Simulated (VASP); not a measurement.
# Al3GaN4 (P-43m) in VASP: notebook, part 2 of 2

VASP 6.6.1. The steps go on from the part before.

**5. Single point, PBEsol (strain +0.080 along x and y, +0.080 along z)**

INCAR

```
  PREC = Accurate
  ENCUT = 520
  EDIFF = 1E-6
  ISMEAR = 0
  SIGMA = 0.05
  LREAL = False
  LASPH = True
  NELM = 60
  ALGO = Normal
  ISIF = 2
  LWAVE = False
  LCHARG = False
  GGA = PS
  NBANDS = 31
```

KPOINTS

```
regular mesh
0
Gamma
  6 6 6
```

POSCAR

```
Al3GaN4
1.0
    4.7595544276      0.0000000000      0.0000000000
    0.0000000000      4.7595544276      0.0000000000
    0.0000000000      0.0000000000      4.7595544276
Al Ga N
3 1 4
Direct
    0.5000000000      0.5000000000      0.0000000000
    0.5000000000      0.0000000000      0.5000000000
    0.0000000000      0.5000000000      0.5000000000
    0.0000000000      0.0000000000      0.0000000000
    0.7447077174      0.7447077174      0.2552922826
    0.7447077174      0.2552922826      0.7447077174
    0.2552922826      0.7447077174      0.7447077174
    0.2552922826      0.2552922826      0.2552922826
```

Potentials or basis: VASP PAW PBE potentials, release 64 (Al, Ga_d, N).

The run is started by

```bash
cat potpaw_PBE.64/Al/POTCAR potpaw_PBE.64/Ga_d/POTCAR potpaw_PBE.64/N/POTCAR > POTCAR
mpirun -np 1 vasp_std > vasp.out
```

OUTCAR:

```text
PREC = Accurate
   ENCUT = 520
   EDIFF = 1E-6
   ISMEAR = 0
   LREAL = False
   LASPH = True
   NELM = 60
   ISIF = 2
   GGA = PS

 ion  position               nearest neighbor table
   1  0.500  0.500  0.000-   5 2.05   6 2.05   7 2.05   8 2.05
   2  0.500  0.000  0.500-   5 2.05   6 2.05   7 2.05   8 2.05
   3  0.000  0.500  0.500-   5 2.05   6 2.05   7 2.05   8 2.05
   4  0.000  0.000  0.000-   5 2.10   6 2.10   7 2.10   8 2.10
   5  0.745  0.745  0.255-   1 2.05   2 2.05   3 2.05   4 2.10
   6  0.745  0.255  0.745-   1 2.05   2 2.05   3 2.05   4 2.10
   7  0.255  0.745  0.745-   1 2.05   2 2.05   3 2.05   4 2.10
   8  0.255  0.255  0.255-   1 2.05   2 2.05   3 2.05   4 2.10

  LATTYP: Found a simple cubic cell.
 ALAT       =     4.7595544276

  Lattice vectors:

 A1 = (   4.7595544276,   0.0000000000,   0.0000000000)
 A2 = (   0.0000000000,   4.7595544276,   0.0000000000)
 A3 = (   0.0000000000,   0.0000000000,   4.7595544276)

Analysis of symmetry for initial positions (statically):
=====================================================================
 Subroutine PRICEL returns:
 Original cell was already a primitive cell.

 Routine SETGRP: Setting up the symmetry group for a
 simple cubic supercell.

 Subroutine GETGRP returns: Found 24 space group operations
 (whereof 24 operations were pure point group operations)
 out of a pool of 48 trial point group operations.

The static configuration has the point symmetry T_d .

Analysis of symmetry for dynamics (positions and initial velocities):
=====================================================================
 Subroutine PRICEL returns:
 Original cell was already a primitive cell.

[... 134 lines left out ...]
     AMIX_MAG =   1.60;   BMIX_MAG =  1.00
  volume/ion in A,a.u.               =      13.48        90.95
  Fermi-wavevector in a.u.,A,eV,Ry     =   1.195616  2.259386 19.449488  1.429497
  Thomas-Fermi vector in A             =   2.331577
   LORBIT       =      0    0 simple, 1 ext, 2 COOP (PROOUT), +10 PAW based schemes
   GGA     = PS    functional components
   LHFCALC =     F    Hartree Fock is set to
   AEXX    =    0.0000 exact exchange contribution
   IVDW    =     0    specifies the selected vdW correction
   LEPSILON=     F    determine dielectric tensor
   LRPA    =     F    only Hartree local field effects (RPA)
 non-spin polarized calculation
 Gauss-broadening in eV      SIGMA  =   0.05
  energy-cutoff  :      520.00
  volume of cell :      107.82
 maximum number of plane-waves:      2945
 NGX is ok and might be reduce to    36
   NGX = 17   NGY = 17   NGZ = 17

 number of electron      42.0000004 magnetization

 Free energy of the ion-electron system (eV)
  ---------------------------------------------------
  ext. energy  EPLUGINS =         0.00000000
  ---------------------------------------------------
  free energy    TOTEN  =       -57.54927444 eV

  energy without entropy =      -57.54927444  energy(sigma->0) =      -57.54927444

 E-fermi :   3.8597     XC(G=0): -10.3013

 val. band max:        3.5998420067   @ k =   0.0000   0.0000   0.0000
 cond. band min:       5.3011984534   @ k =   0.0000   0.0000   0.0000
 fundamental gap:      1.7013564467
 Fermi energy:         3.8596694951

 k-point     1 :       0.0000    0.0000    0.0000
  band No.  band energies     occupation
      1     -10.2243      2.00000
      2      -9.6198      2.00000
      3      -9.6198      2.00000
      4      -9.6198      2.00000
      5      -9.3032      2.00000
      6      -9.3032      2.00000
[... 669 lines left out ...]
     30      12.9437      0.00000
     31      12.9478      0.00000

------------------------ aborting loop because EDIFF is reached ----------------------------------------

  FORCE on cell =-STRESS in cart. coord.  units (eV):
  Direction    XX          YY          ZZ          XY          YZ          ZX
  --------------------------------------------------------------------------------------
  -------------------------------------------------------------------------------------
  Total      -19.1865638    -19.1865638    -19.1865638     -0.0000000     -0.0000000      0.0000000
  in kB     -285.1076641   -285.1076641   -285.1076641     -0.0000000     -0.0000000      0.0000000
  external PRESSURE =    -285.1076641 kB  Pullay stress =       0.0000000 kB

 VOLUME and BASIS-vectors are now :
 -----------------------------------------------------------------------------
  energy-cutoff  :      520.00
  volume of cell :      107.82
      direct lattice vectors                 reciprocal lattice vectors
     4.759554428  0.000000000  0.000000000     0.210103701  0.000000000  0.000000000
     0.000000000  4.759554428  0.000000000     0.000000000  0.210103701  0.000000000
     0.000000000  0.000000000  4.759554428     0.000000000  0.000000000  0.210103701

 POSITION                                       TOTAL-FORCE (eV/Angst)
 -----------------------------------------------------------------------------------
      2.37978      2.37978      0.00000         0.000000     -0.000000      0.000000
      2.37978      0.00000      2.37978        -0.000000     -0.000000      0.000000
      0.00000      2.37978      2.37978        -0.000000     -0.000000      0.000000
      0.00000      0.00000      0.00000        -0.000000     -0.000000      0.000000
      3.54448      3.54448      1.21508        -0.027357     -0.027357      0.027357
      3.54448      1.21508      3.54448        -0.027357      0.027357     -0.027357
      1.21508      3.54448      3.54448         0.027357     -0.027357     -0.027357
      1.21508      1.21508      1.21508         0.027357      0.027357      0.027357
 -----------------------------------------------------------------------------------
    total drift:                               -0.000000     -0.000000      0.000000

  FREE ENERGIE OF THE ION-ELECTRON SYSTEM (eV)
  ---------------------------------------------------
  free  energy   TOTEN  =       -57.5492744426 eV

  energy  without entropy=      -57.5492744426  energy(sigma->0) =      -57.54927444
```

OSZICAR:

```text
N       E                     dE             d eps       ncg     rms          rms(c)
DAV:   1     0.289196518403E+03    0.28920E+03   -0.19038E+04  1392   0.157E+03
DAV:   2    -0.202866427809E+02   -0.30948E+03   -0.28831E+03  1446   0.397E+02
DAV:   3    -0.628014878560E+02   -0.42515E+02   -0.41773E+02  1446   0.120E+02
DAV:   4    -0.647346283884E+02   -0.19331E+01   -0.19231E+01  1698   0.284E+01
DAV:   5    -0.647817716617E+02   -0.47143E-01   -0.47117E-01  1471   0.392E+00    0.143E+01
DAV:   6    -0.576047683668E+02    0.71770E+01   -0.26919E+01  1970   0.418E+01    0.541E+00
DAV:   7    -0.576349252361E+02   -0.30157E-01   -0.19631E+00  1388   0.990E+00    0.375E+00
DAV:   8    -0.575966202006E+02    0.38305E-01   -0.66701E-01  1545   0.530E+00    0.171E+00
DAV:   9    -0.575487847827E+02    0.47835E-01   -0.13345E-01  1572   0.378E+00    0.747E-01
DAV:  10    -0.575491051955E+02   -0.32041E-03   -0.22743E-02  1585   0.800E-01    0.317E-01
DAV:  11    -0.575492734210E+02   -0.16823E-03   -0.16833E-03  1715   0.206E-01    0.451E-02
DAV:  12    -0.575492852640E+02   -0.11843E-04   -0.15997E-04  1690   0.112E-01    0.395E-02
DAV:  13    -0.575492775771E+02    0.76869E-05   -0.22746E-05  1593   0.354E-02    0.285E-02
DAV:  14    -0.575492759105E+02    0.16666E-05   -0.48224E-06  1541   0.161E-02    0.136E-02
DAV:  15    -0.575492746407E+02    0.12698E-05   -0.18809E-06  1220   0.160E-02    0.459E-03
DAV:  16    -0.575492744426E+02    0.19808E-06   -0.56275E-07   935   0.489E-03
   1 F= -.57549274E+02 E0= -.57549274E+02  d E =-.815931E-15
```

stdout:

```text
POSCAR found type information on POSCAR AlGaN
 POSCAR found :  3 types and       8 ions
 scaLAPACK will be used
 -----------------------------------------------------------------------------
|                                                                             |
|                                                                             |
|     You enforced a specific xc type in the INCAR file but a different       |
|     I HOPE YOU KNOW WHAT YOU ARE DOING!                                     |
|                                                                             |
 -----------------------------------------------------------------------------

 LDA part: xc-table for (Slater+PW92), standard interpolation
 POSCAR, INCAR and KPOINTS ok, starting setup
 FFT: planning ... GRIDC
 FFT: planning ... GRID_SOFT
 FFT: planning ... GRID
 WAVECAR not read
 entering main loop
```

Wall time 86 s (1 thread of Intel Xeon 8259CL, shared host); peak memory 0.23 GiB.

What came out:

```yaml
Free_energy: -57.5493 eV
Pressure: -28.5 GPa
Largest_force: 0.047 eV/Å
Band_gap_on_the_k_mesh: 1.70 eV
```

Forces on the atoms (eV/Å):
```
Al   0.000  0.000  0.000
Al   0.000  0.000  0.000
Al   0.000  0.000  0.000
Ga   0.000  0.000  0.000
N   -0.027 -0.027  0.027
N   -0.027  0.027 -0.027
N    0.027 -0.027 -0.027
N    0.027  0.027  0.027
```

Caveat: the cell differs from its parent crystal (strain +0.080 along x and y, +0.080 along z); the cell stands under tension; the PAW data sets were made with another functional, which shifts forces and pressure a little.

**6. The runs side by side**

| cell | gap on the mesh (eV) | pressure (GPa) | largest force (eV/Å) |
| --- | --- | --- | --- |
| a = 4.054 Å, 8 atoms | 3.45 | 81.5 | 0.14 |
| a = 4.231 Å, 8 atoms | 3.39 | 31.0 | 0.03 |
| a = 4.583 Å, 8 atoms | 2.52 | -18.4 | 0.01 |
| a = 4.760 Å, 8 atoms | 1.70 | -28.5 | 0.05 |

Alike in all rows: task single point; level PBEsol; potentials or basis VASP PAW PBE potentials, release 64 (Al, Ga_d, N); no spin polarisation; k mesh 6 × 6 × 6; cutoff (eV) 520; smearing gaussian 0.05 eV.

Caveats: the PAW data sets were made with another functional, which shifts forces and pressure a little; the cell stands under pressure (at least some runs); the cell stands under tension (at least some runs).

Absolute energies hang on the potentials; compare differences alone.
